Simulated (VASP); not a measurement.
SnSe2:

```xyz
3
Lattice="1.9123 1.1041 6.3351 -1.9123 1.1041 6.3351 0.0000 -2.2081 6.3351" Properties=species:S:1:pos:R:3 pbc="T T T"
Sn    0.0000    0.0000    0.0000
Se    0.0000    0.0000    4.7619
Se    0.0000    0.0000   14.2434
```

Base run:

| Item | Value |
| --- | --- |
| Program | VASP 6.6.1 |
| Functional | r2SCAN |
| Potentials or basis | VASP PAW PBE potentials, release 64 (Sn_d, Se) |
| Cutoff | 520 eV |
| k mesh | 6 × 6 × 6 |
| Occupations | gaussian, width 0.01 eV |
| Spin | no spin polarisation |

Its results: band gap on the k mesh 0.58 eV (least direct gap 0.82 eV); pressure 1.0 GPa; largest force 0.020 eV/Å.

Q: The run is repeated on the same cell with these changes: dispersion from none to D4. What comes out?

A: Band gap on the k mesh 0.58 eV (least direct gap 0.82 eV); pressure 0.2 GPa; largest force 0.015 eV/Å.

Dispersion adds attraction, which lowers the pressure at fixed volume and, as a term added to the energy, leaves the levels alone.

Caveats: the PAW data sets were made with another functional, which shifts forces and pressure a little; spin-orbit coupling is left out, which moves the levels of the heavy elements.

A k mesh can miss the band edges.
